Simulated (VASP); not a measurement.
# F (Fd-3m) in VASP: a series of runs

Runs on F. Level: PBE. Tasks: single point.

Program: VASP 6.6.1. These are calculated values, not measurements. Logs are shortened: lines on timing, memory, paths and dates and some standing lists are left out, and cuts for length are marked.

## 1. The cell of the first run

It takes space group Fd-3m (No. 227, cubic). The conventional cell has a = 4.923 Å, b = 4.923 Å, c = 4.923 Å, α = 90.00°, β = 90.00°, γ = 90.00°. F (site symmetry -43m) has 4 F at 2.13 Å within 2.8 Å.

## 2. Single point, PBE

Input file INCAR:

```
PREC     = Accurate       # precision mode
ENCUT    = 600            # plane-wave cutoff, eV
EDIFF    = 1E-6           # SCF threshold, eV
ISMEAR   = -1             # smearing method
SIGMA    = 0.08           # smearing width, eV
LREAL    = False          # projectors in reciprocal space
LASPH    = True           # aspherical terms in the spheres
NELM     = 120            # most SCF steps
ALGO     = Normal         # electronic algorithm
ISIF     = 2              # what is computed and relaxed
LWAVE    = False          # write WAVECAR
LCHARG   = False          # write CHGCAR
GGA      = PE             # functional
NBANDS   = 14             # bands
GGA_COMPAT= False
```

Input file KPOINTS:

```
Automatic mesh
0
Gamma
  13 13 13
```

Input file POSCAR:

```
F
1.0
    0.0000000000      2.4615658241      2.4615658241
    2.4615658241      0.0000000000      2.4615658241
    2.4615658241      2.4615658241      0.0000000000
F
2
Direct
   -0.1250000000     -0.1250000000     -0.1250000000
    0.1250000000      0.1250000000      0.1250000000
```

Potentials or basis: VASP PAW PBE potentials, release 64 (F).

Run with:

```bash
cat potpaw_PBE.64/F/POTCAR > POTCAR
mpirun -np 1 vasp_std > vasp.out
```

OUTCAR:

```text
PREC = Accurate
   ENCUT = 600
   EDIFF = 1E-6
   ISMEAR = -1
   LREAL = False
   LASPH = True
   NELM = 120
   ISIF = 2
   GGA = PE

 ion  position               nearest neighbor table
   1  0.875  0.875  0.875-
   2  0.125  0.125  0.125-

  LATTYP: Found a face centered cubic cell.
 ALAT       =     4.9231316482

  Lattice vectors:

 A1 = (   0.0000000000,   2.4615658241,   2.4615658241)
 A2 = (   2.4615658241,   0.0000000000,   2.4615658241)
 A3 = (   2.4615658241,   2.4615658241,   0.0000000000)

Analysis of symmetry for initial positions (statically):
=====================================================================
 Subroutine PRICEL returns:
 Original cell was already a primitive cell.

 Routine SETGRP: Setting up the symmetry group for a
 face centered cubic supercell.

 Subroutine GETGRP returns: Found 48 space group operations
 (whereof 12 operations were pure point group operations)
 out of a pool of 48 trial point group operations.

The static configuration has the point symmetry D_3d.
 The point group associated with its full space group is O_h .

Analysis of symmetry for dynamics (positions and initial velocities):
=====================================================================
 Subroutine PRICEL returns:
 Original cell was already a primitive cell.

 Routine SETGRP: Setting up the symmetry group for a
 face centered cubic supercell.

 Subroutine GETGRP returns: Found 48 space group operations
 (whereof 12 operations were pure point group operations)
 out of a pool of 48 trial point group operations.

The dynamic configuration has the point symmetry D_3d.
 The point group associated with its full space group is O_h .

 Subroutine INISYM returns: Found 48 space group operations
 (whereof 12 operations are pure point group operations),
 and found     1 'primitive' translations

----------------------------------------------------------------------------------------

                                     Primitive cell

  volume of cell :      29.8308

  direct lattice vectors                    reciprocal lattice vectors
     0.000000000  2.461565824  2.461565824    -0.203122742  0.203122742  0.203122742
     2.461565824  0.000000000  2.461565824     0.203122742 -0.203122742  0.203122742
     2.461565824  2.461565824  0.000000000     0.203122742  0.203122742 -0.203122742

  length of vectors
     3.481179773  3.481179773  3.481179773     0.351818909  0.351818909  0.351818909

  position of ions in fractional coordinates (direct lattice)
     0.875000000  0.875000000  0.875000000
     0.125000000  0.125000000  0.125000000

  ion indices of the primitive-cell ions
   primitive index   ion index
                 1           1
                 2           2

----------------------------------------------------------------------------------------

 KPOINTS: Automatic mesh

Automatic generation of k-mesh.
 Grid dimensions read from file:
 generate k-points for:   13   13   13

 Generating k-lattice:

  Cartesian coordinates                     Fractional coordinates (reciprocal lattice)
    -0.015624826  0.015624826  0.015624826     0.076923077  0.000000000  0.000000000
     0.015624826 -0.015624826  0.015624826     0.000000000  0.076923077  0.000000000
     0.015624826  0.015624826 -0.015624826     0.000000000  0.000000000  0.076923077

  Length of vectors
     0.027062993  0.027062993  0.027062993

  Shift w.r.t. Gamma in fractional coordinates (k-lattice)
     0.000000000  0.000000000  0.000000000

 Subroutine IBZKPT returns following result:
 ===========================================

 Found     84 irreducible k-points:

 Following reciprocal coordinates:
            Coordinates               Weight
  0.000000  0.000000  0.000000      1.000000
  0.076923  0.000000  0.000000      8.000000
  0.153846  0.000000  0.000000      8.000000
  0.230769  0.000000  0.000000      8.000000
  0.307692  0.000000  0.000000      8.000000
  0.384615  0.000000  0.000000      8.000000
[... 16 lines left out ...]
  0.384615  0.153846  0.000000     24.000000
  0.461538  0.153846  0.000000     24.000000
 [... further k-points ...]
   k-points           NKPTS =     84   k-points in BZ     NKDIM =     84   number of bands    NBANDS=     14
   number of dos      NEDOS =    301   number of ions     NIONS =      2
   total plane-waves  NPLWV =  21952
   dimension x,y,z NGX =    28 NGY =   28 NGZ =   28
   dimension x,y,z NGXF=    56 NGYF=   56 NGZF=   56
   ions per type =               2
   NGX,Y,Z   is equivalent  to a cutoff of  13.37, 13.37, 13.37 a.u.
   NGXF,Y,Z  is equivalent  to a cutoff of  26.74, 26.74, 26.74 a.u.
 SYSTEM =  unknown system
   PREC   = accura    normal or accurate (medium, high low for compatibility)
   ISTART =      0    job   : 0-new  1-cont  2-samecut
   ICHARG =      2    charge: 1-file 2-atom 10-const
   ISPIN  =      1    spin polarized calculation?
   LNONCOLLINEAR =      F non collinear calculations
   LSORBIT =      F    spin-orbit coupling
   LASPH  =      T    aspherical Exc in radial PAW
   ENCUT  =  600.0 eV  44.10 Ry    6.64 a.u.   6.95  6.95  6.95*2*pi/ulx,y,z
   NELM   =    120;   NELMIN=  2; NELMDL= -5     # of ELM steps
   EDIFF  = 0.1E-05   stopping-criterion for ELM
   LREAL  =      F    real-space projection
   EDIFFG = 0.1E-04   stopping-criterion for IOM
   NSW    =      0    number of steps for IOM
   IBRION =     -1    ionic relax: 0-MD 1-quasi-New 2-CG
   NFREE  =      0    steps in history (QN), initial steepest desc. (CG)
   ISIF   =      2    stress and relaxation
   ISYM   =      2    0-nonsym 1-usesym 2-fastsym
   POTIM  = 0.5000    time-step for ionic-motion
   TEBEG  =    0.0;   TEEND  =   0.0 temperature during run
   PSTRESS=    0.0 pullay stress
   NELECT =      14.0000    total number of electrons
   NUPDOWN=      -1.0000    fix difference up-down
   EMIN   =  10.00;   EMAX   =-10.00  energy-range for DOS
   EFERMI =   0.00;   METHOD = LEGACY
   ISMEAR =    -1;   SIGMA  =   0.08  broadening in eV -4-tet -1-fermi 0-gaus
   EFERMI_NEDOS =   21; number of points for ismear=-14 and -15
   IALGO  =     38    algorithm
   IMIX   =      4    mixing-type and parameters
     AMIX     =   0.40;   BMIX     =  1.00
     AMIX_MAG =   1.60;   BMIX_MAG =  1.00
  volume/ion in A,a.u.               =      14.92       100.65
  Fermi-wavevector in a.u.,A,eV,Ry     =   1.272221  2.404150 22.021676  1.618547
  Thomas-Fermi vector in A             =   2.405112
   LORBIT       =      0    0 simple, 1 ext, 2 COOP (PROOUT), +10 PAW based schemes
   GGA     = PE    functional components
   LHFCALC =     F    Hartree Fock is set to
   AEXX    =    0.0000 exact exchange contribution
   IVDW    =     0    specifies the selected vdW correction
   LEPSILON=     F    determine dielectric tensor
   LRPA    =     F    only Hartree local field effects (RPA)
 non-spin polarized calculation
  energy-cutoff  :      600.00
  volume of cell :       29.83
 maximum number of plane-waves:      1010
   NGX = 13   NGY = 13   NGZ = 13

 number of electron      14.0000016 magnetization

 Free energy of the ion-electron system (eV)
  ---------------------------------------------------
  ext. energy  EPLUGINS =         0.00000000
  ---------------------------------------------------
  free energy    TOTEN  =        -1.96679610 eV

  energy without entropy =       -1.83833683  energy(sigma->0) =       -1.90256646

 E-fermi :  -5.1750     XC(G=0):  -7.9915

 val. band max:       -5.1790275137   @ k =  -0.4615   0.2308   0.0000
 cond. band min:      -5.1702967607   @ k =  -0.3077   0.1538   0.0000
 fundamental gap:      0.0087307530
 Fermi energy:        -5.1749610342

 k-point     1 :       0.0000    0.0000    0.0000
  band No.  band energies     occupation
      1     -26.9654      2.00000
      2     -24.3579      2.00000
      3      -7.5375      2.00000
      4      -7.5375      2.00000
      5      -7.5375      2.00000
      6      -5.8340      1.99947
      7      -5.8340      1.99947
      8      -5.8340      1.99947
      9       4.7836      0.00000
     10      18.8572      0.00000
     11      18.8572      0.00000
     12      18.8572      0.00000
     13      20.0939      0.00000
     14      20.0958      0.00000

 k-point     2 :       0.0769    0.0000    0.0000
  band No.  band energies     occupation
      1     -26.9382      2.00000
      2     -24.3886      2.00000
      3      -7.5762      2.00000
      4      -7.5688      2.00000
      5      -7.5688      2.00000
      6      -5.8249      1.99941
      7      -5.8018      1.99921
      8      -5.8018      1.99921
      9       4.9313      0.00000
     10      17.7913      0.00000
     11      18.3277      0.00000
     12      18.3277      0.00000
     13      20.1754      0.00000
     14      20.1756      0.00000

 k-point     3 :       0.1538    0.0000    0.0000
  band No.  band energies     occupation
      1     -26.8595      2.00000
      2     -24.4770      2.00000
      3      -7.6908      2.00000
      4      -7.6498      2.00000
      5      -7.6498      2.00000
      6      -5.7865      1.99904
      7      -5.7189      1.99777
      8      -5.7189      1.99777
      9       5.3516      0.00000
     10      16.1714      0.00000
     11      17.5751      0.00000
     12      17.5751      0.00000
     13      20.1895      0.00000
     14      20.3849      0.00000
[... 324 lines left out ...]
 k-point    23 :       0.3846    0.1538    0.0000
  band No.  band energies     occupation
      1     -26.4455      2.00000
      2     -24.9295      2.00000
      3      -8.3299      2.00000
      4      -8.0709      2.00000
      5      -7.5003      2.00000
      6      -6.0015      1.99993
      7      -5.3032      1.66496
      8      -5.2337      1.35146
      9       7.3844      0.00000
     10      12.2828      0.00000
     11      15.4452      0.00000
     12      16.5755      0.00000
     13      19.9018      0.00000
     14      21.8149      0.00000

 k-point    24 :       0.4615    0.1538    0.0000
  band No.  band energies     occupation
      1     -26.3071      2.00000
      2     -25.0765      2.00000
      3      -8.4853      2.00000
      4      -8.0959      2.00000
      5      -7.5573      2.00000
      6      -5.9099      1.99980
      7      -5.2742      1.55146
      8      -5.1520      0.85728
      9       8.1668      0.00000
     10      11.2867      0.00000
     11      15.0653      0.00000
     12      16.2696      0.00000
     13      20.2908      0.00000
     14      22.0405      0.00000

 [... further k-points ...]
[... 5 lines left out ...]
  --------------------------------------------------------------------------------------
  -------------------------------------------------------------------------------------
  Total       -0.2308532     -0.2308532     -0.2308532      0.0000000      0.0000000     -0.0000000
  in kB      -12.3988683    -12.3988683    -12.3988683      0.0000000      0.0000000     -0.0000000
  external PRESSURE =     -12.3988683 kB  Pullay stress =       0.0000000 kB

 VOLUME and BASIS-vectors are now :
 -----------------------------------------------------------------------------
  energy-cutoff  :      600.00
  volume of cell :       29.83
      direct lattice vectors                 reciprocal lattice vectors
     0.000000000  2.461565824  2.461565824    -0.203122742  0.203122742  0.203122742
     2.461565824  0.000000000  2.461565824     0.203122742 -0.203122742  0.203122742
     2.461565824  2.461565824  0.000000000     0.203122742  0.203122742 -0.203122742

 POSITION                                       TOTAL-FORCE (eV/Angst)
 -----------------------------------------------------------------------------------
      4.30774      4.30774      4.30774        -0.000000     -0.000000     -0.000000
      0.61539      0.61539      0.61539         0.000000      0.000000      0.000000
 -----------------------------------------------------------------------------------
    total drift:                                0.000000      0.000000     -0.000000

  FREE ENERGIE OF THE ION-ELECTRON SYSTEM (eV)
  ---------------------------------------------------
  free  energy   TOTEN  =        -1.9667960950 eV

  energy  without entropy=       -1.8383368307  energy(sigma->0) =       -1.90256646
```

Run time: 40 s. Hardware: 1 thread of Intel Xeon 8259CL, shared host; peak memory 0.17 GiB.

What came out:

```yaml
Free_energy: -1.9668 eV
Pressure: -1.2 GPa
Band_gap_on_the_k_mesh: zero (band 7 reaches -4.93 eV, above the bottom of band 8 at -5.83 eV)
```

## 3. Single point, PBE

Input file INCAR:

```
SYSTEM = F
PREC     = Accurate       ! precision mode
ENCUT    = 600            ! plane-wave cutoff, eV
EDIFF    = 1E-6           ! SCF threshold, eV
ISMEAR   = -1             ! smearing method
SIGMA    = 0.08           ! smearing width, eV
LREAL    = .FALSE.        ! projectors in reciprocal space
LASPH    = .TRUE.         ! aspherical terms in the spheres
NELM     = 120            ! most SCF steps
ALGO     = Normal         ! electronic algorithm
ISIF     = 2              ! what is computed and relaxed
LWAVE    = .FALSE.        ! write WAVECAR
LCHARG   = .TRUE.         ! write CHGCAR
GGA      = PE             ! functional
LELF     = .TRUE.         ! ELF
LVHAR    = .TRUE.       
NBANDS   = 14             ! bands
GGA_COMPAT= .FALSE.
```

Input file KPOINTS:

```
regular mesh
0
G
  13 13 13
  0 0 0
```

POSCAR is that of step 2.

Potentials or basis: VASP PAW PBE potentials, release 64 (F).

Run with:

```bash
cat potpaw_PBE.64/F/POTCAR > POTCAR
mpirun -np 1 vasp_std > vasp.out
```

Run time: 46 s. Hardware: 1 thread of Intel Xeon 8259CL, shared host; peak memory 0.16 GiB.

The run converged. Its results:

* Free energy: -1.9668 eV
* Pressure: -1.2 GPa
* Band gap on the k mesh: zero (band 7 reaches -4.93 eV, above the bottom of band 8 at -5.83 eV)

Levels at points of the mesh, in eV from the Fermi level:
```csv
k point,band 5,band 6,band 7,band 8,band 9,band 10
"(0.00, 0.00, 0.00)",-2.36,-0.66,-0.66,-0.66,9.96,24.03
```
